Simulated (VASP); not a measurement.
# MnS (Fm-3m) in VASP: notebook

The runs below take MnS through single point, with B3LYP5, PBEsol.

Program: VASP 6.6.1. These are calculated values, not measurements. Logs are shortened: lines on timing, memory, paths and dates and some standing lists are left out, and cuts for length are marked.

## (1) The cell of the first run

It takes space group Fm-3m (No. 225, cubic). The conventional cell has a = 5.209 Å, b = 5.209 Å, c = 5.209 Å, α = 90.00°, β = 90.00°, γ = 90.00°. Within 3.4 Å of Mn (site symmetry m-3m) lie 6 S at 2.60 Å. S (site symmetry m-3m) has 6 Mn at 2.60 Å within 3.4 Å.

## (2) Single point, B3LYP5, collinear spin, ferromagnetic start

The input, POSCAR:

```
MnS
1.0
    0.0000000000      2.6045000000      2.6045000000
    2.6045000000      0.0000000000      2.6045000000
    2.6045000000      2.6045000000      0.0000000000
Mn S
1 1
Direct
    0.0000000000      0.0000000000      0.0000000000
    0.5000000000      0.5000000000      0.5000000000
```

The input, INCAR.step1:

```
ALGO     = Normal         # electronic algorithm
EDIFF    = 1E-5           # SCF threshold, eV
ENCUT    = 520            # plane-wave cutoff, eV
GGA      = PE             # functional
ISIF     = 2              # what is computed and relaxed
ISMEAR   = -1             # smearing method
ISPIN    = 2              # spin polarisation
LASPH    = T              # aspherical terms in the spheres
LCHARG   = F              # write CHGCAR
LMAXMIX  = 4              # l up to which the mixer works
LORBIT   = 11             # projections on sites
LREAL    = F              # projectors in reciprocal space
LWAVE    = T              # write WAVECAR
MAGMOM   = 4 0            # initial moments
NBANDS   = 20             # bands
NELM     = 150            # most SCF steps
PREC     = Accurate       # precision mode
SIGMA    = 0.05           # smearing width, eV
```

The input, INCAR.step2:

```
AEXX     = 0.2            # exact-exchange fraction
AGGAC    = 0.81         
AGGAX    = 0.72         
ALDAC    = 0.19         
ALGO     = Normal         # electronic algorithm
EDIFF    = 1E-7           # SCF threshold, eV
ENCUT    = 520            # plane-wave cutoff, eV
GGA      = B5             # functional
ISIF     = 2              # what is computed and relaxed
ISMEAR   = -1             # smearing method
ISPIN    = 2              # spin polarisation
ISTART   = 1            
LASPH    = T              # aspherical terms in the spheres
LCHARG   = F              # write CHGCAR
LHFCALC  = T              # exact exchange
LMAXMIX  = 4              # l up to which the mixer works
LORBIT   = 11             # projections on sites
LREAL    = F              # projectors in reciprocal space
LWAVE    = F              # write WAVECAR
MAGMOM   = 4 0            # initial moments
NBANDS   = 20             # bands
NELM     = 150            # most SCF steps
PREC     = Accurate       # precision mode
PRECFOCK = Normal       
SIGMA    = 0.05           # smearing width, eV
```

The input, KPOINTS:

```
k-points
0
Gamma
  5 5 5
```

Potentials or basis: VASP PAW PBE potentials, release 64 (Mn_pv, S).

Run with:

```bash
$ cat potpaw_PBE.64/Mn_pv/POTCAR potpaw_PBE.64/S/POTCAR > POTCAR
$ cp INCAR.step1 INCAR
$ mpirun -np 1 vasp_std > vasp.out
$ cp INCAR.step2 INCAR
$ mpirun -np 1 vasp_std > vasp.out
```

OUTCAR:

```text
AEXX = 0.2
   EDIFF = 1E-7
   ENCUT = 520
   GGA = B5
   ISIF = 2
   ISMEAR = -1
   ISPIN = 2
   ISTART = 1
   LASPH = T
   LHFCALC = T
   LORBIT = 11
   LREAL = F
   NELM = 150
   PREC = Accurate
   PRECFOCK = Normal

 ion  position               nearest neighbor table
   1  0.000  0.000  0.000-   2 2.60   2 2.60   2 2.60   2 2.60   2 2.60   2 2.60
   2  0.500  0.500  0.500-   1 2.60   1 2.60   1 2.60   1 2.60   1 2.60   1 2.60

  LATTYP: Found a face centered cubic cell.
 ALAT       =     5.2090000000

  Lattice vectors:

 A1 = (   0.0000000000,   2.6045000000,   2.6045000000)
 A2 = (   2.6045000000,   0.0000000000,   2.6045000000)
 A3 = (   2.6045000000,   2.6045000000,   0.0000000000)

Analysis of symmetry for initial positions (statically):
=====================================================================
 Subroutine PRICEL returns:
 Original cell was already a primitive cell.

 Routine SETGRP: Setting up the symmetry group for a
 face centered cubic supercell.

 Subroutine GETGRP returns: Found 48 space group operations
 (whereof 48 operations were pure point group operations)
 out of a pool of 48 trial point group operations.

The static configuration has the point symmetry O_h .

Analysis of symmetry for dynamics (positions and initial velocities):
=====================================================================
 Subroutine PRICEL returns:
 Original cell was already a primitive cell.

 Routine SETGRP: Setting up the symmetry group for a
 face centered cubic supercell.

 Subroutine GETGRP returns: Found 48 space group operations
 (whereof 48 operations were pure point group operations)
 out of a pool of 48 trial point group operations.

The dynamic configuration has the point symmetry O_h .

Analysis of structural, dynamic, and magnetic symmetry:
=====================================================================
 Subroutine PRICEL returns:
 Original cell was already a primitive cell.

 Routine SETGRP: Setting up the symmetry group for a
 face centered cubic supercell.

 Subroutine GETGRP returns: Found 48 space group operations
 (whereof 48 operations were pure point group operations)
 out of a pool of 48 trial point group operations.

The overall configuration has the point symmetry O_h .

 Subroutine INISYM returns: Found 48 space group operations
 (whereof 48 operations are pure point group operations),
 and found     1 'primitive' translations

[... 105 lines left out ...]
   LHFCALC =     T    Hartree Fock is set to
   PRECFOCK=normal    Normal, Fast or Accurate (Low or Medium for compatibility)
   ENCUT4O =  -1.0   cutoff for four orbital integrals eV
   NKREDX  =     1    reduce k-point grid by
   NKREDY  =     1    reduce k-point grid by
   NKREDZ  =     1    reduce k-point grid by
   AEXX    =    0.2000 exact exchange contribution
   HFSCREEN=    0.0000 screening length (either q_TF or 0.3 A-1)
   HFSCREENC=   0.0000 screening length for correlation (either q_TF or 0.3 A-1)
   ENCUTFOCK=  -1.0 apply spherical cutoff to Coloumb kernel
   IVDW    =     0    specifies the selected vdW correction
   LEPSILON=     F    determine dielectric tensor
   LRPA    =     F    only Hartree local field effects (RPA)
 spin polarized calculation
  energy-cutoff  :      520.00
  volume of cell :       35.33
 maximum number of plane-waves:       966
  NGX = 24; NGY = 24; NGZ = 24

 number of electron      18.9999989 magnetization       4.9995945

 Free energy of the ion-electron system (eV)
  ---------------------------------------------------
  ext. energy  EPLUGINS =         0.00000000
  ---------------------------------------------------
  free energy    TOTEN  =       -19.10113236 eV

  energy without entropy =      -19.10113220  energy(sigma->0) =      -19.10113228

 E-fermi :   6.7453     XC(G=0):  -8.3503

 val. band max:        6.0404618359   @ k =  -0.2000   0.2000   0.0000
 cond. band min:       7.3943478983   @ k =   0.4000   0.4000   0.0000
 fundamental gap:      1.3538860624
 Fermi energy:         6.7453284240

 spin component 1

 k-point     1 :       0.0000    0.0000    0.0000
  band No.  band energies     occupation
      1     -47.8429      1.00000
      2     -47.8429      1.00000
      3     -47.8429      1.00000
      4      -9.3672      1.00000
      5       1.4415      1.00000
      6       1.4415      1.00000
[... 206 lines left out ...]
      6       0.4968      1.00000
[... 12 lines left out ...]
     19      23.8589      0.00000
     20      24.5791      0.00000
 Fermi energy:         6.7453284240

 spin component 2

 k-point     1 :       0.0000    0.0000    0.0000
  band No.  band energies     occupation
      1     -41.7303      1.00000
      2     -41.7303      1.00000
      3     -41.7303      1.00000
      4      -8.9900      1.00000
      5       4.7417      1.00000
      6       4.7417      1.00000
[... 219 lines left out ...]
     19      24.5967      0.00000
     20      25.3560      0.00000

------------------------ aborting loop because EDIFF is reached ----------------------------------------

  FORCE on cell =-STRESS in cart. coord.  units (eV):
  Direction    XX          YY          ZZ          XY          YZ          ZX
  --------------------------------------------------------------------------------------
  -------------------------------------------------------------------------------------
  Total        1.2233885      1.2233885      1.2233885     -0.0000000      0.0000000      0.0000000
  in kB       55.4717557     55.4717557     55.4717557     -0.0000000      0.0000000      0.0000000
  external PRESSURE =      55.4717557 kB  Pullay stress =       0.0000000 kB

 VOLUME and BASIS-vectors are now :
 -----------------------------------------------------------------------------
  energy-cutoff  :      520.00
  volume of cell :       35.33
      direct lattice vectors                 reciprocal lattice vectors
     0.000000000  2.604500000  2.604500000    -0.191975427  0.191975427  0.191975427
     2.604500000  0.000000000  2.604500000     0.191975427 -0.191975427  0.191975427
     2.604500000  2.604500000  0.000000000     0.191975427  0.191975427 -0.191975427

 POSITION                                       TOTAL-FORCE (eV/Angst)
 -----------------------------------------------------------------------------------
      0.00000      0.00000      0.00000         0.000000      0.000000      0.000000
      2.60450      2.60450      2.60450         0.000000     -0.000000     -0.000000
 -----------------------------------------------------------------------------------
    total drift:                                0.000000      0.000000      0.000000

  FREE ENERGIE OF THE ION-ELECTRON SYSTEM (eV)
  ---------------------------------------------------
  free  energy   TOTEN  =       -19.1011323610 eV

  energy  without entropy=      -19.1011321983  energy(sigma->0) =      -19.10113228

 total charge

# of ion       s       p       d       tot
------------------------------------------
    1        0.213   6.168   4.918  11.299
    2        1.323   2.506   0.000   3.828
--------------------------------------------------
tot          1.536   8.674   4.918  15.128

 magnetization (x)

# of ion       s       p       d       tot
------------------------------------------
    1        0.037   0.027   4.453   4.518
    2        0.027   0.127   0.000   0.154
--------------------------------------------------
tot          0.064   0.154   4.453   4.671
```

OUTCAR.step1:

```text
EDIFF = 1E-5
   ENCUT = 520
   GGA = PE
   ISIF = 2
   ISMEAR = -1
   ISPIN = 2
   LASPH = T
   LORBIT = 11
   LREAL = F
[... 689 lines left out ...]

  energy  without entropy=      -14.0628011022  energy(sigma->0) =      -14.06686599

 total charge

# of ion       s       p       d       tot
------------------------------------------
    1        0.214   6.161   4.938  11.312
    2        1.328   2.391   0.000   3.719
--------------------------------------------------
tot          1.542   8.551   4.938  15.031

 magnetization (x)

# of ion       s       p       d       tot
------------------------------------------
    1        0.049   0.038   4.104   4.192
    2        0.025   0.054   0.000   0.079
--------------------------------------------------
tot          0.074   0.092   4.104   4.271
```

It took 78 min on 1 thread of Intel Xeon Platinum 8375C at 2.90GHz (Ice Lake), shared host; peak memory 0.19 GiB.

Results:

| Quantity | Value |
| --- | --- |
| Free energy | -19.1011 eV |
| Pressure | 5.5 GPa |
| Band gap on the k mesh | 1.35 eV (least direct gap 3.25 eV) |
| Net moment | 5.00 μB per cell |
| Site moments | Mn +4.52; S +0.15 μB |
| Valence electrons inside the program's atomic spheres | Mn 11.30; S 3.83 |

Caveat: the cell stands under pressure; the PAW data sets were made with another functional, which shifts forces and pressure a little; an odd mesh through Γ misses points on the zone boundary, where band edges can lie; a cell with one magnetic atom can't hold antiferromagnetic order, which such compounds often take.

## (3) Single point, PBEsol, collinear spin, ferromagnetic start

The input, INCAR:

```
PREC = Accurate
ENCUT = 600
EDIFF = 1E-6
ISMEAR = -1
SIGMA = 0.05
LREAL = F
LASPH = T
NELM = 200
ALGO = Normal
ISIF = 2
LWAVE = F
LCHARG = T
ISPIN = 2
MAGMOM = 5 0
LORBIT = 11
NUPDOWN = 5.0
LMAXMIX = 4
GGA = PS
LELF = T
LVHAR = T
NBANDS = 22
GGA_COMPAT = F
```

The input, KPOINTS:

```
Automatic mesh
0
Gamma
  7 7 7
```

POSCAR is that of step 2.

Potentials or basis: VASP PAW PBE potentials, release 64 (Mn_sv, S).

Run with:

```bash
$ cat potpaw_PBE.64/Mn_sv/POTCAR potpaw_PBE.64/S/POTCAR > POTCAR
$ mpirun -np 1 vasp_std > vasp.out
```

Run time: 33 s. Hardware: 1 thread of AMD EPYC 7R13 (Zen 3), shared host; peak memory 0.17 GiB.

It converged, with:

```
Free energy                                           : -14.8465 eV
Pressure                                              : -3.9 GPa
Net moment                                            : 5.00 μB per cell
Site moments                                          : Mn +4.19; S +0.16 μB
Valence electrons inside the program's atomic spheres : Mn 12.77; S 3.72
```

Caveat: the cell stands under tension; the PAW data sets were made with another functional, which shifts forces and pressure a little; the total moment is fixed, so each spin has its own Fermi level; a cell with one magnetic atom can't hold antiferromagnetic order, which such compounds often take.

## (4) Single point, PBEsol, collinear spin, ferromagnetic start

The input, INCAR:

```
  PREC = Accurate
  ENCUT = 600
  EDIFF = 1E-6
  ISMEAR = -1
  SIGMA = 0.05
  LREAL = F
  LASPH = T
  NELM = 200
  ALGO = Normal
  ISIF = 2
  LWAVE = F
  LCHARG = T
  ISPIN = 2
  MAGMOM = 1 0
  LORBIT = 11
  NUPDOWN = 1.0
  LMAXMIX = 4
  GGA = PS
  LELF = T
  LVHAR = T
  NBANDS = 22
  GGA_COMPAT = F
```

KPOINTS is that of step 3.

POSCAR is that of step 3.

Run with:

```bash
$ cat potpaw_PBE.64/Mn_sv/POTCAR potpaw_PBE.64/S/POTCAR > POTCAR
$ mpirun -np 1 vasp_std > vasp.out
```

Run time: 25 s. Hardware: 1 thread of Intel Xeon 6975P-C (Granite Rapids), shared host; peak memory 0.2 GiB.

The run converged. Its results:

```yaml
Free_energy: -13.1544 eV
Pressure: -24.5 GPa
Net_moment: 1.00 μB per cell
Site_moments: Mn +1.00; S -0.02 μB
Valence_electrons_inside_the_program's_atomic_spheres: Mn 12.84; S 3.60
```

Caveat: the cell stands under tension; the PAW data sets were made with another functional, which shifts forces and pressure a little; the total moment is fixed, so each spin has its own Fermi level; a cell with one magnetic atom can't hold antiferromagnetic order, which such compounds often take.

## (5) Overview

| level | potentials or basis | fixed moment (μB) | k mesh | cutoff (eV) | grid for exact exchange (PRECFOCK) | share of exact exchange | pressure (GPa) | moment (μB) |
| --- | --- | --- | --- | --- | --- | --- | --- | --- |
| B3LYP5 | VASP PAW PBE potentials, release 64 (Mn_pv, S) | - | 5 × 5 × 5 | 520 | Normal | 0.2 | 5.5 | 5.00 |
| PBEsol | VASP PAW PBE potentials, release 64 (Mn_sv, S) | 5.0 | 7 × 7 × 7 | 600 | - | - | -3.9 | 5.00 |
| PBEsol | VASP PAW PBE potentials, release 64 (Mn_sv, S) | 1.0 | 7 × 7 × 7 | 600 | - | - | -24.5 | 1.00 |

Alike in all rows: task single point; spin collinear, ferromagnetic start; cell as given; smearing fermi-dirac 0.05 eV.

Caveats: the PAW data sets were made with another functional, which shifts forces and pressure a little; a cell with one magnetic atom can't hold antiferromagnetic order, which such compounds often take; the cell stands under tension (at least some runs); the total moment is fixed, so each spin has its own Fermi level (at least some runs); the cell stands under pressure (at least some runs); an odd mesh through Γ misses points on the zone boundary, where band edges can lie (at least some runs).

Total energies depend on the potentials used, so only differences within one code and one set of settings carry meaning.
